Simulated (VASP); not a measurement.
# Si6W in VASP: notebook

Runs on Si6W. Level: PBEsol. Tasks: single point.

Program: VASP 6.6.1. These are calculated values, not measurements. Logs are shortened: lines on timing, memory, paths and dates and some standing lists are left out, and cuts for length are marked.

**1. The cell of the first run**

The cell holds a slab with vacuum, 7 atoms: a = 3.825 Å, b = 3.825 Å, c = 26.121 Å, α = 90.00°, β = 90.00°, γ = 120.00°.

**2. Single point, PBEsol, collinear spin**

File INCAR:

```
SYSTEM = Si6W
  ALGO = Normal
  DIPOL = 0.5 0.5 0.490
  EDIFF = 1E-6
  ENCUT = 520
  GGA = PS
  IDIPOL = 3
  ISIF = 2
  ISMEAR = 0
  ISPIN = 2
  KPAR = 4
  LASPH = .True.
  LCHARG = .True.
  LDIPOL = .True.
  LMAXMIX = 4
  LORBIT = 11
  LREAL = .False.
  LVACPOTAV = .True.
  LVHAR = .True.
  LWAVE = .False.
  MAGMOM = 0 0 0 0 0 0 4
  NBANDS = 32
  NELM = 150
  PREC = Accurate
  SIGMA = 0.05
```

File KPOINTS:

```
k-points
0
Gamma
  9 9 1
  0 0 0
```

File POSCAR:

```
Si6W
1.0
    3.8248883545      0.0000000000      0.0000000000
   -1.9124441773      3.3124504817      0.0000000000
    0.0000000000      0.0000000000     26.1211317213
Si W
6 1
Direct
    0.6666666667      0.3333333333      0.3254070340
    0.3333333333      0.6666666667      0.3559122531
    0.3333333333      0.6666666667      0.4464642100
    0.6666666667      0.3333333333      0.4756407863
    0.6666666667      0.3333333333      0.5672640819
    0.3333333333      0.6666666667      0.5929366410
    0.3333333333      1.0000000000      0.6675674525
```

Potentials or basis: VASP PAW PBE potentials, release 64 (Si, W_sv).

On the command line:

```sh
> cat potpaw_PBE.64/Si/POTCAR potpaw_PBE.64/W_sv/POTCAR > POTCAR
> mpirun -np 4 vasp_std > vasp.out
```

OUTCAR:

```text
SYSTEM = Si6W
   EDIFF = 1E-6
   ENCUT = 520
   GGA = PS
   ISIF = 2
   ISMEAR = 0
   ISPIN = 2
   LASPH = .True.
   LORBIT = 11
   LREAL = .False.
   NELM = 150
   PREC = Accurate

 ion  position               nearest neighbor table
   1  0.667  0.333  0.325-   2 2.35   2 2.35   2 2.35
   2  0.333  0.667  0.356-   1 2.35   1 2.35   1 2.35   3 2.37
   3  0.333  0.667  0.446-   4 2.34   4 2.34   4 2.34   2 2.37
   4  0.667  0.333  0.476-   3 2.34   3 2.34   3 2.34   5 2.39
   5  0.667  0.333  0.567-   6 2.31   6 2.31   6 2.31   4 2.39   7 2.91
   6  0.333  0.667  0.593-   5 2.31   5 2.31   5 2.31   7 2.33   7 3.21
   7  0.333  0.000  0.668-   6 2.33   5 2.91   6 3.21

  LATTYP: Found a hexagonal cell.
 ALAT       =     3.8248883545
 C/A-ratio  =     6.8292533795

  Lattice vectors:

 A1 = (   3.8248883545,   0.0000000000,   0.0000000000)
 A2 = (  -1.9124441773,   3.3124504817,   0.0000000000)
 A3 = (   0.0000000000,   0.0000000000,  26.1211317213)

Analysis of symmetry for initial positions (statically):
=====================================================================
 Subroutine PRICEL returns:
 Original cell was already a primitive cell.

 Routine SETGRP: Setting up the symmetry group for a
 hexagonal supercell.

 Subroutine GETGRP returns: Found  1 space group operations
 (whereof  1 operations were pure point group operations)
 out of a pool of 24 trial point group operations.

The static configuration has the point symmetry C_1 .

Analysis of symmetry for dynamics (positions and initial velocities):
=====================================================================
 Subroutine PRICEL returns:
 Original cell was already a primitive cell.

 Routine SETGRP: Setting up the symmetry group for a
 hexagonal supercell.

 Subroutine GETGRP returns: Found  1 space group operations
 (whereof  1 operations were pure point group operations)
 out of a pool of 24 trial point group operations.

The dynamic configuration has the point symmetry C_1 .

Analysis of structural, dynamic, and magnetic symmetry:
=====================================================================
 Subroutine PRICEL returns:
 Original cell was already a primitive cell.

 Routine SETGRP: Setting up the symmetry group for a
 hexagonal supercell.

 Subroutine GETGRP returns: Found  1 space group operations
 (whereof  1 operations were pure point group operations)
 out of a pool of 24 trial point group operations.

The overall configuration has the point symmetry C_1 .

 Subroutine INISYM returns: Found  1 space group operations
 (whereof  1 operations are pure point group operations),
 and found     1 'primitive' translations

----------------------------------------------------------------------------------------

                                     Primitive cell

  volume of cell :     330.9483

  direct lattice vectors                    reciprocal lattice vectors
     3.824888355  0.000000000  0.000000000     0.261445540  0.150945653  0.000000000
    -1.912444177  3.312450482  0.000000000     0.000000000  0.301891305  0.000000000
     0.000000000  0.000000000 26.121131721     0.000000000  0.000000000  0.038283180

  length of vectors
     3.824888355  3.824888355 26.121131721     0.301891305  0.301891305  0.038283180

  position of ions in fractional coordinates (direct lattice)
     0.666666667  0.333333333  0.325407034
     0.333333333  0.666666667  0.355912253
     0.333333333  0.666666667  0.446464210
     0.666666667  0.333333333  0.475640786
     0.666666667  0.333333333  0.567264082
     0.333333333  0.666666667  0.592936641
     0.333333333  0.000000000  0.667567453

  ion indices of the primitive-cell ions
   primitive index   ion index
                 1           1
                 2           2
                 3           3
                 4           4
                 5           5
                 6           6
                 7           7

----------------------------------------------------------------------------------------

 KPOINTS: k-points

Automatic generation of k-mesh.
 Grid dimensions read from file:
 generate k-points for:    9    9    1

 Generating k-lattice:

  Cartesian coordinates                     Fractional coordinates (reciprocal lattice)
     0.029049504  0.016771739  0.000000000     0.111111111  0.000000000  0.000000000
     0.000000000  0.033543478  0.000000000     0.000000000  0.111111111  0.000000000
     0.000000000  0.000000000  0.038283180     0.000000000  0.000000000  1.000000000

  Length of vectors
     0.033543478  0.033543478  0.038283180

  Shift w.r.t. Gamma in fractional coordinates (k-lattice)
     0.000000000  0.000000000  0.000000000

 Subroutine IBZKPT returns following result:
 ===========================================

 Found     41 irreducible k-points:

 Following reciprocal coordinates:
            Coordinates               Weight
  0.000000  0.000000  0.000000      1.000000
  0.111111 -0.000000  0.000000      2.000000
  0.000000  0.111111  0.000000      2.000000
 -0.111111  0.111111  0.000000      2.000000
  0.222222  0.000000  0.000000      2.000000
  0.000000  0.222222  0.000000      2.000000
[... 16 lines left out ...]
  0.333333  0.111111  0.000000      2.000000
 -0.111111  0.444444  0.000000      2.000000
 [... further k-points ...]
   k-points           NKPTS =     41   k-points in BZ     NKDIM =     41   number of bands    NBANDS=     32
   number of dos      NEDOS =    301   number of ions     NIONS =      7
   total plane-waves  NPLWV = 153664
   dimension x,y,z NGX =    28 NGY =   28 NGZ =  196
   dimension x,y,z NGXF=    56 NGYF=   56 NGZF=  392
   ions per type =               6   1
   NGX,Y,Z   is equivalent  to a cutoff of  12.17, 12.17, 12.47 a.u.
   NGXF,Y,Z  is equivalent  to a cutoff of  24.34, 24.34, 24.95 a.u.
 SYSTEM =  Si6W
   PREC   = accura    normal or accurate (medium, high low for compatibility)
   ISTART =      0    job   : 0-new  1-cont  2-samecut
   ICHARG =      2    charge: 1-file 2-atom 10-const
   ISPIN  =      2    spin polarized calculation?
   LNONCOLLINEAR =      F non collinear calculations
   LSORBIT =      F    spin-orbit coupling
   LASPH  =      T    aspherical Exc in radial PAW
   ENCUT  =  520.0 eV  38.22 Ry    6.18 a.u.   7.11  7.11 48.57*2*pi/ulx,y,z
   NELM   =    150;   NELMIN=  2; NELMDL= -5     # of ELM steps
   EDIFF  = 0.1E-05   stopping-criterion for ELM
   LREAL  =      F    real-space projection
   EDIFFG = 0.1E-04   stopping-criterion for IOM
   NSW    =      0    number of steps for IOM
   IBRION =     -1    ionic relax: 0-MD 1-quasi-New 2-CG
   NFREE  =      0    steps in history (QN), initial steepest desc. (CG)
   ISIF   =      2    stress and relaxation
   ISYM   =      2    0-nonsym 1-usesym 2-fastsym
   POTIM  = 0.5000    time-step for ionic-motion
   TEBEG  =    0.0;   TEEND  =   0.0 temperature during run
   PSTRESS=    0.0 pullay stress
   NELECT =      38.0000    total number of electrons
   NUPDOWN=      -1.0000    fix difference up-down
   EMIN   =  10.00;   EMAX   =-10.00  energy-range for DOS
   EFERMI =   0.00;   METHOD = LEGACY
   ISMEAR =     0;   SIGMA  =   0.05  broadening in eV -4-tet -1-fermi 0-gaus
   EFERMI_NEDOS =   21; number of points for ismear=-14 and -15
   IALGO  =     38    algorithm
   IMIX   =      4    mixing-type and parameters
     AMIX     =   0.40;   BMIX     =  1.00
     AMIX_MAG =   1.60;   BMIX_MAG =  1.00
  volume/ion in A,a.u.               =      47.28       319.05
  Fermi-wavevector in a.u.,A,eV,Ry     =   0.795700  1.503655  8.614370  0.633138
  Thomas-Fermi vector in A             =   1.902079
   LORBIT       =     11    0 simple, 1 ext, 2 COOP (PROOUT), +10 PAW based schemes
   GGA     = PS    functional components
   LHFCALC =     F    Hartree Fock is set to
   AEXX    =    0.0000 exact exchange contribution
   IVDW    =     0    specifies the selected vdW correction
   LEPSILON=     F    determine dielectric tensor
   LRPA    =     F    only Hartree local field effects (RPA)
 spin polarized calculation
 Gauss-broadening in eV      SIGMA  =   0.05
  energy-cutoff  :      520.00
  volume of cell :      330.95
 maximum number of plane-waves:      8961
   NGX = 15   NGY = 15   NGZ = 97

 dipolmoment           0.000000      0.000000      0.389154 electrons x Angstroem

 number of electron      37.9999999 magnetization       1.9255466

 dipolmoment           0.000000      0.000000     -0.046311 electrons x Angstroem

 Free energy of the ion-electron system (eV)
  ---------------------------------------------------
  ext. energy  EPLUGINS =         0.00000000
  ---------------------------------------------------
  free energy    TOTEN  =       -40.51577524 eV

  energy without entropy =      -40.51132467  energy(sigma->0) =      -40.51354996

 E-fermi :  -0.0382     XC(G=0):  -4.8532

 val. band max:       -0.0392671648   @ k =  -0.4444   0.3333   0.0000
 cond. band min:      -0.0345274285   @ k =   0.0000   0.4444   0.0000
 fundamental gap:      0.0047397363
 Fermi energy:        -0.0382264566

 spin component 1

 k-point     1 :       0.0000    0.0000    0.0000
  band No.  band energies     occupation
      1     -74.5672      1.00000
      2     -38.9397      1.00000
      3     -38.8735      1.00000
      4     -38.7459      1.00000
      5     -11.9858      1.00000
      6     -11.1757      1.00000
[... 23 lines left out ...]
     30       3.5557      0.00000
     31       4.0505      0.00000

 k-point     2 :       0.1111   -0.0000    0.0000
  band No.  band energies     occupation
      1     -74.5671      1.00000
      2     -38.9398      1.00000
      3     -38.8772      1.00000
      4     -38.7464      1.00000
      5     -11.8413      1.00000
      6     -11.0314      1.00000
[... 740 lines left out ...]
 k-point    24 :      -0.1111    0.4444    0.0000
  band No.  band energies     occupation
      1     -74.5665      1.00000
      2     -38.9477      1.00000
      3     -38.8860      1.00000
      4     -38.7594      1.00000
      5     -10.2164      1.00000
      6      -9.4240      1.00000
[... 23 lines left out ...]
     30       4.7658      0.00000
     31       5.4504      0.00000

 [... further k-points ...]

 spin component 2

 k-point     1 :       0.0000    0.0000    0.0000
  band No.  band energies     occupation
      1     -73.7657      1.00000
      2     -37.8375      1.00000
      3     -37.7946      1.00000
      4     -37.6841      1.00000
      5     -11.9420      1.00000
      6     -11.2040      1.00000
[... 23 lines left out ...]
     30       3.7845      0.00000
     31       4.0625      0.00000

 k-point     2 :       0.1111   -0.0000    0.0000
  band No.  band energies     occupation
      1     -73.7656      1.00000
      2     -37.8386      1.00000
      3     -37.7975      1.00000
      4     -37.6842      1.00000
      5     -11.7975      1.00000
      6     -11.0600      1.00000
[... 740 lines left out ...]
 k-point    24 :      -0.1111    0.4444    0.0000
  band No.  band energies     occupation
      1     -73.7650      1.00000
      2     -37.8641      1.00000
      3     -37.8023      1.00000
      4     -37.6833      1.00000
      5     -10.1793      1.00000
      6      -9.4548      1.00000
[... 23 lines left out ...]
     30       4.9057      0.00000
     31       5.5360      0.00000

 [... further k-points ...]

 [bands above 31 left out]

------------------------ aborting loop because EDIFF is reached ----------------------------------------

  FORCE on cell =-STRESS in cart. coord.  units (eV):
  Direction    XX          YY          ZZ          XY          YZ          ZX
  --------------------------------------------------------------------------------------
  -------------------------------------------------------------------------------------
  Total       -3.8197833     -3.0215390      0.6238875     -0.3344913      1.9548859     -0.4779574
  in kB      -18.4922246    -14.6277873      3.0203462     -1.6193298      9.4639372     -2.3138736
  external PRESSURE =     -10.0332219 kB  Pullay stress =       0.0000000 kB

 VOLUME and BASIS-vectors are now :
 -----------------------------------------------------------------------------
  energy-cutoff  :      520.00
  volume of cell :      330.95
      direct lattice vectors                 reciprocal lattice vectors
     3.824888355  0.000000000  0.000000000     0.261445540  0.150945653  0.000000000
    -1.912444177  3.312450482  0.000000000     0.000000000  0.301891305  0.000000000
     0.000000000  0.000000000 26.121131721     0.000000000  0.000000000  0.038283180

 POSITION                                       TOTAL-FORCE (eV/Angst)
 -----------------------------------------------------------------------------------
      1.91244      1.10415      8.50000         0.003141     -0.025494      0.402125
     -0.00000      2.20830      9.29683         0.003919      0.013580     -0.573132
     -0.00000      2.20830     11.66215         0.010442      0.020392     -0.019936
      1.91244      1.10415     12.42428        -0.103221     -0.108654      0.105995
      1.91244      1.10415     14.81758        -0.056780      0.348207     -0.206818
     -0.00000      2.20830     15.48818         0.525445     -1.191638      0.285419
      1.27496      0.00000     17.43762        -0.382945      0.943607      0.006346
 -----------------------------------------------------------------------------------
    total drift:                                0.000080     -0.000001     -0.000368

  FREE ENERGIE OF THE ION-ELECTRON SYSTEM (eV)
  ---------------------------------------------------
  free  energy   TOTEN  =       -40.5157752419 eV

  energy  without entropy=      -40.5113246723  energy(sigma->0) =      -40.51354996

 vacuum level on the upper side and lower side of the slab         4.220         4.882

 total charge

# of ion       s       p       d       tot
------------------------------------------
    1        0.796   0.850   0.000   1.647
    2        0.758   0.919   0.000   1.677
    3        0.763   0.925   0.000   1.688
    4        0.765   0.921   0.000   1.686
    5        0.767   0.924   0.000   1.691
    6        0.773   0.952   0.000   1.725
    7        2.358   6.048   3.304  11.710
--------------------------------------------------
tot          6.981  11.540   3.304  21.824

 magnetization (x)

# of ion       s       p       d       tot
------------------------------------------
    1       -0.032  -0.160   0.000  -0.192
    2       -0.003  -0.013   0.000  -0.016
    3       -0.007  -0.031   0.000  -0.038
    4        0.004   0.002   0.000   0.006
    5        0.012   0.032   0.000   0.044
    6       -0.004  -0.011   0.000  -0.014
    7        0.049   0.021   1.711   1.781
--------------------------------------------------
tot          0.019  -0.160   1.711   1.570
```

Run time: 8.3 min. Hardware: 4 MPI ranks of Intel Xeon Platinum 8488C (Sapphire Rapids), shared host; peak memory 0.93 GiB.

Results:

| Property | Result |
| --- | --- |
| Free energy | -40.5158 eV |
| Largest force | 1.333 eV/Å |
| Net moment | 1.93 μB per cell |
| Site moments | Si -0.19, -0.02, -0.04, +0.01, +0.04, -0.01; W +1.78 μB |
| Valence electrons inside the program's atomic spheres | Si 1.65, 1.68, 1.69, 1.73 (each value once); W 11.71 |

Forces on the atoms (eV/Å):
```
Si   0.003 -0.025  0.402
Si   0.004  0.014 -0.573
Si   0.010  0.020 -0.020
Si  -0.103 -0.109  0.106
Si  -0.057  0.348 -0.207
Si   0.525 -1.192  0.285
W   -0.383  0.944  0.006
```

Caveat: the PAW data sets were made with another functional, which shifts forces and pressure a little; spin-orbit coupling is left out, which moves the levels of the heavy elements.

**3. Single point, PBEsol, collinear spin**

File INCAR:

```
ALGO = Normal
DIPOL = 0.5 0.5 0.492
EDIFF = 1E-6
ENCUT = 520
GGA = PS
IDIPOL = 3
ISIF = 2
ISMEAR = 0
ISPIN = 2
KPAR = 4
LASPH = T
LCHARG = F
LDIPOL = T
LMAXMIX = 4
LORBIT = 11
LREAL = F
LWAVE = F
MAGMOM = 0 0 0 0 0 0 4
NBANDS = 32
NELM = 150
PREC = Accurate
SIGMA = 0.05
```

File KPOINTS:

```
k-points
0
Gamma
  9 9 1
```

POSCAR: that of step 2 with these lines changed.

```diff
@@ -14,2 +14,2 @@
     0.3333333333      0.6666666667      0.5929366410
-    0.3333333333      1.0000000000      0.6675674525
+    0.3333333333      0.8333333333      0.6817183763
```

Potentials or basis: VASP PAW PBE potentials, release 64 (Si, W_sv).

On the command line:

```sh
> cat potpaw_PBE.64/Si/POTCAR potpaw_PBE.64/W_sv/POTCAR > POTCAR
> mpirun -np 4 vasp_std > vasp.out
```

OUTCAR:

```text
EDIFF = 1E-6
   ENCUT = 520
   GGA = PS
   ISIF = 2
   ISMEAR = 0
   ISPIN = 2
   LASPH = T
   LORBIT = 11
   LREAL = F
   NELM = 150
   PREC = Accurate

 ion  position               nearest neighbor table
   1  0.667  0.333  0.325-   2 2.35   2 2.35   2 2.35
   2  0.333  0.667  0.356-   1 2.35   1 2.35   1 2.35   3 2.37
   3  0.333  0.667  0.446-   4 2.34   4 2.34   4 2.34   2 2.37
   4  0.667  0.333  0.476-   3 2.34   3 2.34   3 2.34   5 2.39
   5  0.667  0.333  0.567-   6 2.31   6 2.31   6 2.31   4 2.39
   6  0.333  0.667  0.593-   5 2.31   5 2.31   5 2.31   7 2.41
   7  0.333  0.833  0.682-   6 2.41

[... 1885 lines left out ...]
     -0.00000      2.20830      9.29683        -0.006880      0.002325     -0.733878
     -0.00000      2.20830     11.66215        -0.007302      0.021160      0.024787
      1.91244      1.10415     12.42428        -0.010429     -0.016228      0.036486
      1.91244      1.10415     14.81758        -0.038573      0.070130     -0.497356
     -0.00000      2.20830     15.48818         0.124181     -0.194966      0.585839
     -0.31874      2.76038     17.80726        -0.076029      0.136581      0.044932
 -----------------------------------------------------------------------------------
    total drift:                                0.000063     -0.000168      0.000362

  FREE ENERGIE OF THE ION-ELECTRON SYSTEM (eV)
  ---------------------------------------------------
  free  energy   TOTEN  =       -40.1968013794 eV

  energy  without entropy=      -40.1873433359  energy(sigma->0) =      -40.19207236

 vacuum level on the upper side and lower side of the slab         3.932         4.752

 total charge

# of ion       s       p       d       tot
------------------------------------------
    1        0.805   0.843   0.000   1.649
    2        0.758   0.918   0.000   1.676
    3        0.765   0.918   0.000   1.683
    4        0.764   0.925   0.000   1.689
    5        0.766   0.931   0.000   1.698
    6        0.768   0.959   0.000   1.727
    7        2.372   6.026   3.260  11.658
--------------------------------------------------
tot          6.999  11.520   3.260  21.779

 magnetization (x)

# of ion       s       p       d       tot
------------------------------------------
    1        0.002   0.017   0.000   0.019
    2        0.002   0.003   0.000   0.005
    3        0.004   0.008   0.000   0.012
    4        0.003   0.011   0.000   0.013
    5        0.016   0.031   0.000   0.047
    6       -0.007  -0.030   0.000  -0.037
    7        0.046   0.022   2.048   2.116
--------------------------------------------------
tot          0.066   0.061   2.048   2.175
```

Wall time 14 min (4 MPI ranks of Oxide Virtual Turin-like, shared host); peak memory 0.95 GiB.

What came out:

| Quantity | Value |
| --- | --- |
| Free energy | -40.1968 eV |
| Largest force | 0.734 eV/Å |
| Net moment | 3.16 μB per cell |
| Site moments | Si +0.02, +0.01, +0.05, -0.04 (each value once); W +2.12 μB |
| Valence electrons inside the program's atomic spheres | Si 1.65, 1.68, 1.69, 1.70, 1.73 (each value once); W 11.66 |

Forces on the atoms (eV/Å):
```
Si   0.015 -0.019  0.539
Si  -0.007  0.002 -0.734
Si  -0.007  0.021  0.025
Si  -0.010 -0.016  0.036
Si  -0.039  0.070 -0.497
Si   0.124 -0.195  0.586
W   -0.076  0.137  0.045
```

Levels at points of the mesh, in eV from the Fermi level:
Spin up:
| k point | band 17 | band 18 | band 19 | band 20 | band 21 | band 22 | band 23 | band 24 | band 25 | band 26 |
| --- | --- | --- | --- | --- | --- | --- | --- | --- | --- | --- |
| (0.00, 0.00, 0.00) | -0.66 | -0.29 | -0.14 | -0.12 | 0.12 | 0.32 | 0.82 | 1.46 | 2.52 | 2.57 |
Spin down:
```
           k point  band 13  band 14  band 15  band 16  band 17  band 18  band 19  band 20  band 21  band 22
(0.00, 0.00, 0.00)    -1.01    -0.71    -0.63     0.02     0.03     0.32     0.70     0.82     1.13     1.25
```

Caveat: the PAW data sets were made with another functional, which shifts forces and pressure a little; spin-orbit coupling is left out, which moves the levels of the heavy elements.
